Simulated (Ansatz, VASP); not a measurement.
# One calculation of InP, two programs

Contents of INCAR:

```
SYSTEM = InP
  PREC = Accurate
  ENCUT = 520
  EDIFF = 1E-6
  ISMEAR = 0
  SIGMA = 0.15
  LREAL = .FALSE.
  LASPH = .TRUE.
  NELM = 80
  ALGO = Normal
  ISIF = 2
  LWAVE = .FALSE.
  LCHARG = .TRUE.
  GGA = PE
  LELF = .TRUE.
  LVHAR = .TRUE.
  NBANDS = 16
```

File KPOINTS:

```
Automatic mesh
0
G
  18 18 18
  0 0 0
```

File POSCAR:

```
InP
1.0
    0.0000000000      2.6870556022      2.8532652270
    2.6870556022      0.0000000000      2.8532652270
    2.6870556022      2.6870556022      0.0000000000
In P
1 1
Direct
    0.0000000000      0.0000000000      0.0000000000
    0.5000000000      0.5000000000      0.5000000000
```

Input for Ansatz:

```yaml
crystal:
  lattice:
    - [0.0, 2.6870556022, 2.853265227]
    - [2.6870556022, 0.0, 2.853265227]
    - [2.6870556022, 2.6870556022, 0.0]
  atoms:
    - { symbol: In, position: [0.0, 0.0, 0.0] }
    - { symbol: P, position: [0.5, 0.5, 0.5] }
basis:
  ecutwfc: 420
kpoints:
  mp_grid: { grid: [18, 18, 18] }
hamiltonian:
  xc: pbe
scf:
  occupations: { method: gaussian, width: 0.15 }
output:
  forces: true
  stress: true
  eigenvalues: true
```

Change from the starting cell: strain -0.030 along x and y, +0.030 along z, atoms carried along.

Alike in both runs: task single point; functional PBE; k mesh 18 × 18 × 18; occupations gaussian, width 0.15 eV; no spin polarisation.

|  | VASP | Ansatz |
| --- | --- | --- |
| version | VASP 6.6.1 | Ansatz 0.2.0 |
| potentials or method | VASP PAW PBE potentials, release 64 (In_d, P), cutoff 520 eV | scalar-relativistic, plane waves, PAW |
| valence electrons in the cell | 18 | 18 |

```csv
,VASP,Ansatz,Ansatz less VASP
gap on the k mesh at the Fermi level (eV),none,none,-
pressure (GPa),3.0,3.0,+0.05
"traceless stress, the component that is largest in VASP (GPa)",-4.39,-4.42,-0.022
```

A gap of «none» marks a metal or a gap that the smearing closes.
